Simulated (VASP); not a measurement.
Input of a VASP 6.6.1 run:

The input INCAR:

```
SYSTEM = Ti
  ALGO = Normal
  DIPOL = 0.5 0.5 0.500
  EDIFF = 1E-6
  ENCUT = 520
  IDIPOL = 3
  ISIF = 2
  ISMEAR = -1
  LASPH = .True.
  LCHARG = .False.
  LDIPOL = .True.
  LREAL = .False.
  LWAVE = .False.
  NBANDS = 38
  NELM = 80
  PREC = Accurate
  SIGMA = 0.1
```

File KPOINTS:

```
k-points
0
Gamma
  16 16 1
  0 0 0
```

POSCAR

```
Ti
1.0
    2.8642820353      0.0000000000      0.0000000000
   -1.4321410176      2.4805410062      0.0000000000
    0.0000000000      0.0000000000     25.0756000000
Ti
5
Direct
    0.0000000000      0.0000000000      0.3231846369
    0.3333333333      0.6666666667      0.4077162438
    0.0000000000      0.0000000000      0.4999999945
    0.3333333333      0.6666666667      0.5922837521
    0.0000000000      0.0000000000      0.6768153725
```

Potentials or basis: VASP PAW LDA potentials, release 64 (Ti_sv).

The run is started by

```bash
$ cat potpaw_LDA.64/Ti_sv/POTCAR > POTCAR
$ mpirun -np 1 vasp_std > vasp.out
```

(1) Predict the largest force.

(2) What does it give for the band gap on the k mesh?

## Answers

(1) 0.008 eV/Å.

(2) zero (bands 30 and 31 overlap by 1.06 eV).
